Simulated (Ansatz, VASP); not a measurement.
## Two plane-wave programs on CaO

File INCAR:

```
ALGO     = Normal         # electronic algorithm
EDIFF    = 1E-6           # SCF threshold, eV
ENCUT    = 600            # plane-wave cutoff, eV
GGA      = PE             # functional
GGA_COMPAT= F            
ISIF     = 2              # what is computed and relaxed
ISMEAR   = -1             # smearing method
LASPH    = T              # aspherical terms in the spheres
LCHARG   = F              # write CHGCAR
LREAL    = F              # projectors in reciprocal space
LWAVE    = F              # write WAVECAR
NBANDS   = 15             # bands
NELM     = 120            # most SCF steps
PREC     = Accurate       # precision mode
SIGMA    = 0.003          # smearing width, eV
```

KPOINTS

```
k-points
0
Gamma
  7 7 7
```

Contents of POSCAR:

```
CaO
1.0
    0.0000000000      2.5045000000      2.5045000000
    2.5045000000      0.0000000000      2.5045000000
    2.5045000000      2.5045000000      0.0000000000
Ca O
1 1
Direct
    0.0000000000      0.0000000000      0.0000000000
    0.5000000000      0.5000000000      0.5000000000
```

Input for Ansatz:

```yaml
crystal:
  lattice:
    - [0.0, 2.5045, 2.5045]
    - [2.5045, 0.0, 2.5045]
    - [2.5045, 2.5045, 0.0]
  atoms:
    - { symbol: Ca, position: [0.0, 0.0, 0.0] }
    - { symbol: O, position: [0.5, 0.5, 0.5] }
hamiltonian:
  xc: pbe
  pseudopotentials: { kind: paw }
basis:
  ecutwfc: 420
kpoints:
  mp_grid: { grid: [7, 7, 7] }
scf:
  occupations: { method: fermi_dirac, width: 0.003 }
  lower_state_search: "off"
  algorithm: density_mixing
  max_iter: 50
  mixing: {}
output:
  forces: true
  stress: true
```

Alike in both runs: task single point; functional PBE; k mesh 7 × 7 × 7; occupations fermi-dirac, width 0.003 eV; no spin polarisation.

|  | VASP | Ansatz |
| --- | --- | --- |
| version | VASP 6.6.1 | Ansatz 0.2.0 |
| potentials or method | VASP PAW PBE potentials, release 64 (Ca_sv, O), cutoff 600 eV | PAW, plane waves, scalar-relativistic |
| valence electrons in the cell | 16 | 16 |

```tsv
	VASP	Ansatz	Ansatz less VASP
pressure (GPa)	-8.8	-9.0	-0.26
```
